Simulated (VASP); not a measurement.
# GaS (P6_3/mmc) in VASP: relaxation of cell and atoms with PBE+D3(BJ)

Aim: the relaxation of cell and atoms of GaS with PBE+D3(BJ).

All numbers are computed with VASP 6.6.1; they aren't measurements. Logs are shortened: lines on timing, memory, paths and dates and some standing lists are left out, and cuts for length are marked.

## Step 1: The cell of the first run

Symmetry: P6_3/mmc, No. 194, hexagonal system. The conventional cell has a = 3.590 Å, b = 3.590 Å, c = 15.450 Å, α = 90.00°, β = 90.00°, γ = 120.00°. Ga (site symmetry 3m) has 3 S at 2.34 Å and 1 Ga at 2.45 Å within 3.1 Å. Within 3.1 Å of S (site symmetry 3m) lie 3 Ga at 2.34 Å.

## Step 2: Relaxation of cell and atoms, PBE+D3(BJ)

The input, INCAR:

```
SYSTEM = GaS
ALGO = Normal
EDIFF = 1E-7
EDIFFG = -0.001
ENCUT = 500
GGA = PE
GGA_COMPAT = .FALSE.
IBRION = 2
ISIF = 3
ISMEAR = 0
IVDW = 12
LASPH = .TRUE.
LCHARG = .FALSE.
LREAL = .FALSE.
LWAVE = .FALSE.
NELM = 120
NELMIN = 4
NSW = 80
PREC = Accurate
SIGMA = 0.01
```

The input, KPOINTS:

```
k-points
0
G
  9 9 2
  0 0 0
```

The input, POSCAR:

```
GaS
1.0
    3.5900774653      0.0000000000      0.0000000000
   -1.7950387327      3.1090982865      0.0000000000
    0.0000000000      0.0000000000     15.4502754885
Ga S
4 4
Direct
    0.3333333333      0.6666666667      0.1707810933
    0.6666666667      0.3333333333      0.6707810933
    0.3333333333      0.6666666667      0.3292189067
    0.6666666667      0.3333333333      0.8292189067
    0.3333333333      0.6666666667      0.6003449033
    0.6666666667      0.3333333333      0.1003449033
    0.3333333333      0.6666666667      0.8996550967
    0.6666666667      0.3333333333      0.3996550967
```

Potentials or basis: VASP PAW PBE potentials, release 64 (Ga_d, S).

The run is started by

```bash
> cat potpaw_PBE.64/Ga_d/POTCAR potpaw_PBE.64/S/POTCAR > POTCAR
> mpirun -np 1 vasp_std > vasp.out
```

OUTCAR:

```text
SYSTEM = GaS
   EDIFF = 1E-7
   EDIFFG = -0.001
   ENCUT = 500
   GGA = PE
   IBRION = 2
   ISIF = 3
   ISMEAR = 0
   IVDW = 12
   LASPH = .TRUE.
   LREAL = .FALSE.
   NELM = 120
   NELMIN = 4
   NSW = 80
   PREC = Accurate
 IVDW          = 12

 ion  position               nearest neighbor table
   1  0.333  0.667  0.171-   6 2.34   6 2.34   6 2.34   3 2.45
   2  0.667  0.333  0.671-   5 2.34   5 2.34   5 2.34   4 2.45
   3  0.333  0.667  0.329-   8 2.34   8 2.34   8 2.34   1 2.45
   4  0.667  0.333  0.829-   7 2.34   7 2.34   7 2.34   2 2.45
   5  0.333  0.667  0.600-   2 2.34   2 2.34   2 2.34
   6  0.667  0.333  0.100-   1 2.34   1 2.34   1 2.34
   7  0.333  0.667  0.900-   4 2.34   4 2.34   4 2.34
   8  0.667  0.333  0.400-   3 2.34   3 2.34   3 2.34

  LATTYP: Found a hexagonal cell.
 ALAT       =     3.5900774653
 C/A-ratio  =     4.3036050441

  Lattice vectors:

 A1 = (   3.5900774653,   0.0000000000,   0.0000000000)
 A2 = (  -1.7950387327,   3.1090982865,   0.0000000000)
 A3 = (   0.0000000000,   0.0000000000,  15.4502754885)

Analysis of symmetry for initial positions (statically):
=====================================================================
 Subroutine PRICEL returns:
 Original cell was already a primitive cell.

 Routine SETGRP: Setting up the symmetry group for a
 hexagonal supercell.

 Subroutine GETGRP returns: Found 24 space group operations
 (whereof 12 operations were pure point group operations)
 out of a pool of 24 trial point group operations.

The static configuration has the point symmetry D_3d.
 The point group associated with its full space group is D_6h.

Analysis of symmetry for dynamics (positions and initial velocities):
=====================================================================
 Subroutine PRICEL returns:
 Original cell was already a primitive cell.

 Routine SETGRP: Setting up the symmetry group for a
 hexagonal supercell.

 Subroutine GETGRP returns: Found 24 space group operations
 (whereof 12 operations were pure point group operations)
 out of a pool of 24 trial point group operations.

The dynamic configuration has the point symmetry D_3d.
 The point group associated with its full space group is D_6h.

 Subroutine INISYM returns: Found 24 space group operations
 (whereof 12 operations are pure point group operations),
 and found     1 'primitive' translations

----------------------------------------------------------------------------------------
[... 93 lines left out ...]
   NGXF,Y,Z  is equivalent  to a cutoff of  25.93, 25.93, 25.82 a.u.
 SYSTEM =  GaS
   PREC   = accura    normal or accurate (medium, high low for compatibility)
   ISTART =      0    job   : 0-new  1-cont  2-samecut
   ICHARG =      2    charge: 1-file 2-atom 10-const
   ISPIN  =      1    spin polarized calculation?
   LNONCOLLINEAR =      F non collinear calculations
   LSORBIT =      F    spin-orbit coupling
   LASPH  =      T    aspherical Exc in radial PAW
   ENCUT  =  500.0 eV  36.75 Ry    6.06 a.u.   6.55  6.55 28.17*2*pi/ulx,y,z
   NELM   =    120;   NELMIN=  4; NELMDL= -5     # of ELM steps
   EDIFF  = 0.1E-06   stopping-criterion for ELM
   LREAL  =      F    real-space projection
   EDIFFG = -.1E-02   stopping-criterion for IOM
   NSW    =     80    number of steps for IOM
   IBRION =      2    ionic relax: 0-MD 1-quasi-New 2-CG
   NFREE  =      1    steps in history (QN), initial steepest desc. (CG)
   ISIF   =      3    stress and relaxation
   ISYM   =      2    0-nonsym 1-usesym 2-fastsym
   POTIM  = 0.5000    time-step for ionic-motion
   TEBEG  =    0.0;   TEEND  =   0.0 temperature during run
   PSTRESS=    0.0 pullay stress
   NELECT =      76.0000    total number of electrons
   NUPDOWN=      -1.0000    fix difference up-down
   EMIN   =  10.00;   EMAX   =-10.00  energy-range for DOS
   EFERMI =   0.00;   METHOD = LEGACY
   ISMEAR =     0;   SIGMA  =   0.01  broadening in eV -4-tet -1-fermi 0-gaus
   EFERMI_NEDOS =   21; number of points for ismear=-14 and -15
   IALGO  =     38    algorithm
   IMIX   =      4    mixing-type and parameters
     AMIX     =   0.40;   BMIX     =  1.00
     AMIX_MAG =   1.60;   BMIX_MAG =  1.00
  volume/ion in A,a.u.               =      21.56       145.47
  Fermi-wavevector in a.u.,A,eV,Ry     =   1.245818  2.354254 21.117085  1.552062
  Thomas-Fermi vector in A             =   2.380023
   LORBIT       =      0    0 simple, 1 ext, 2 COOP (PROOUT), +10 PAW based schemes
   GGA     = PE    functional components
   LHFCALC =     F    Hartree Fock is set to
   AEXX    =    0.0000 exact exchange contribution
   IVDW    =    12    specifies the selected vdW correction
   LEPSILON=     F    determine dielectric tensor
   LRPA    =     F    only Hartree local field effects (RPA)
 conjugate gradient relaxation of ions
 non-spin polarized calculation
 Gauss-broadening in eV      SIGMA  =   0.01
  energy-cutoff  :      500.00
  volume of cell :      172.45
 maximum number of plane-waves:      4437
 NGX is ok and might be reduce to    28
   NGX = 13   NGY = 13   NGZ = 57

--------------------------------------- Ionic step        1  -------------------------------------------

 number of electron      76.0000017 magnetization

 Free energy of the ion-electron system (eV)
  ---------------------------------------------------
  ext. energy  EPLUGINS =         0.00000000
  ---------------------------------------------------
  free energy    TOTEN  =       -33.21619187 eV

  energy without entropy =      -33.21619187  energy(sigma->0) =      -33.21619187

------------------------ aborting loop because EDIFF is reached ----------------------------------------

 Edisp (eV)   -2.18319

 E8    (eV) :    -0.9077
[... 123 lines left out ...]
  FREE ENERGIE OF THE ION-ELECTRON SYSTEM (eV)
  ---------------------------------------------------
  free  energy   TOTEN  =       -35.3994227145 eV

  energy  without entropy=      -35.3994227145  energy(sigma->0) =      -35.39942271

[... ionic steps 4 to 21 ...]

--------------------------------------- Ionic step       22  -------------------------------------------

 number of electron      76.0000020 magnetization

------------------------ aborting loop because EDIFF is reached ----------------------------------------
[... 87 lines left out ...]
--------------------------------------- Ionic step       24  -------------------------------------------

 number of electron      76.0000020 magnetization

 Free energy of the ion-electron system (eV)
  ---------------------------------------------------
  ext. energy  EPLUGINS =         0.00000000
  ---------------------------------------------------
  free energy    TOTEN  =       -33.21227247 eV

  energy without entropy =      -33.21227247  energy(sigma->0) =      -33.21227247

 E-fermi :   4.0682     XC(G=0):  -9.5040

 val. band max:        3.9685522570   @ k =   0.0000   0.0000   0.0000
 cond. band min:       5.5502845214   @ k =   0.4444   0.0000   0.0000
 fundamental gap:      1.5817322644
 Fermi energy:         4.0682224272

 k-point     1 :       0.0000    0.0000    0.0000
  band No.  band energies     occupation
      1     -11.0021      2.00000
      2     -10.9991      2.00000
      3     -10.8715      2.00000
      4     -10.8715      2.00000
      5     -10.8713      2.00000
      6     -10.8713      2.00000
[... 1180 lines left out ...]
  FREE ENERGIE OF THE ION-ELECTRON SYSTEM (eV)
  ---------------------------------------------------
  free  energy   TOTEN  =       -35.3994531130 eV

  energy  without entropy=      -35.3994531130  energy(sigma->0) =      -35.39945311

 reached required accuracy - stopping structural energy minimisation
```

CONTCAR:

```text
GaS
   1.00000000000000
     3.5882913710549627    0.0000000000000288   -0.0000000000000000
    -1.7941456855774316    3.1075514835102358   -0.0000000000000000
     0.0000000000000000    0.0000000000000000   15.4399219719402172
  Ga              S
     4     4
Direct
     0.3333333332999970    0.6666666667000030    0.1707297916569526
     0.6666666667000030    0.3333333332999970    0.6707297916569526
     0.3333333332999970    0.6666666667000030    0.3292702083430474
     0.6666666667000030    0.3333333332999970    0.8292702083430474
     0.3333333332999970    0.6666666667000030    0.6001526639321006
     0.6666666667000030    0.3333333332999970    0.1001526639321004
     0.3333333332999970    0.6666666667000030    0.8998473360678994
     0.6666666667000030    0.3333333332999970    0.3998473360678996

  0.00000000E+00  0.00000000E+00  0.00000000E+00
  0.00000000E+00  0.00000000E+00  0.00000000E+00
  0.00000000E+00  0.00000000E+00  0.00000000E+00
  0.00000000E+00  0.00000000E+00  0.00000000E+00
  0.00000000E+00  0.00000000E+00  0.00000000E+00
  0.00000000E+00  0.00000000E+00  0.00000000E+00
  0.00000000E+00  0.00000000E+00  0.00000000E+00
  0.00000000E+00  0.00000000E+00  0.00000000E+00
```

Run time: 40 min. Hardware: 1 thread of AMD EPYC 7R43 (Zen 3), shared host; peak memory 0.35 GiB.

What came out:

```
Free energy                           : -35.3995 eV
Relaxed volume                        : 21.52 Å³/atom
Relaxed cell                          : a = 3.588 Å, b = 3.588 Å, c = 15.440 Å, α = 90.00°, β = 90.00°, γ = 120.00°
Space group after relaxing (to 0.1 Å) : P6_3/mmc (No. 194)
Energy gained by relaxing             : 0.0 meV/atom
Ionic steps                           : 24
Pressure after relaxing               : 0.0 GPa
Band gap on the k mesh                : 1.58 eV (least direct gap 1.68 eV)
Dispersion energy per atom            : -0.273 eV
```

Final structure:
```
Ga S
1.0
     3.58829    0.00000    0.00000
    -1.79415    3.10755    0.00000
     0.00000    0.00000   15.43992
Ga S
4 4
Direct
  0.33333 0.66667 0.17073
  0.66667 0.33333 0.67073
  0.33333 0.66667 0.32927
  0.66667 0.33333 0.82927
  0.33333 0.66667 0.60015
  0.66667 0.33333 0.10015
  0.33333 0.66667 0.89985
  0.66667 0.33333 0.39985
```

Levels at points of the mesh, in eV from the valence-band top:
```
           k point  band 34  band 35  band 36  band 37  band 38  band 39  band 40  band 41  band 42  band 43
(0.00, 0.00, 0.00)    -1.50    -1.45    -1.41    -1.41     0.00     1.68     2.37     2.85     3.06     4.62
(0.00, 0.00, 0.50)    -1.44    -1.44    -1.44    -0.72    -0.72     2.11     2.11     2.94     2.94     4.67
```
